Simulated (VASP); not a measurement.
Wanted: the native input for a VASP 6.6.1 run.

```
Task                   : relaxation of cell and atoms
Functional             : PBE
Potentials or basis    : VASP PAW PBE potentials, release 64 (Ta_pv, Tl_d)
Cutoff                 : 600 eV
k mesh                 : 7 × 7 × 7
Occupations            : fermi-dirac, width 0.05 eV
Spin                   : no spin polarisation
Dipole correction      : no
Further INCAR settings : ALGO = Normal; EDIFF = 1e-06; IBRION = 2; EDIFFG = -0.01; NSW = 60; ISIF = 3
```

The structure of TaTl lies in POSCAR:

```
TaTl
1.0
    3.6221205400      0.0000000000      0.0000000000
    0.0000000000      3.6221205400      0.0000000000
    0.0000000000      0.0000000000      3.6221205400
Ta Tl
1 1
Direct
    0.0000000000      0.0000000000      0.0000000000
    0.5000000000      0.5000000000      0.5000000000
```

The input as run:

INCAR

```
PREC = Accurate
ENCUT = 600
EDIFF = 1E-6
ISMEAR = -1
SIGMA = 0.05
LREAL = F
LASPH = T
NELM = 100
ALGO = Normal
ISIF = 3
LWAVE = F
LCHARG = F
GGA = PE
IBRION = 2
NSW = 60
EDIFFG = -0.01
```

KPOINTS

```
Automatic mesh
0
Gamma
  7 7 7
```

Potentials or basis: VASP PAW PBE potentials, release 64 (Ta_pv, Tl_d).

Run with:

```console
$ cat potpaw_PBE.64/Ta_pv/POTCAR potpaw_PBE.64/Tl_d/POTCAR > POTCAR
$ mpirun -np 1 vasp_std > vasp.out
```

It gave:

| Quantity | Value |
| --- | --- |
| Relaxed volume | 20.29 Å³/atom |
| Relaxed cell | a = 3.437 Å, b = 3.437 Å, c = 3.437 Å, α = 90.00°, β = 90.00°, γ = 90.00° |
| Space group after relaxing (to 0.1 Å) | Pm-3m (No. 221) |
| Energy gained by relaxing | 173.2 meV/atom |
| Ionic steps | 7 |
| Pressure after relaxing | 0.0 GPa |
| Band gap on the k mesh | zero (bands 12 and 13 overlap by 2.68 eV) |

Caveat: spin-orbit coupling is left out, which moves the levels of the heavy elements.

It took 2.1 min on 1 thread of Intel Xeon 8259CL (shared host), peak memory 0.19 GiB.
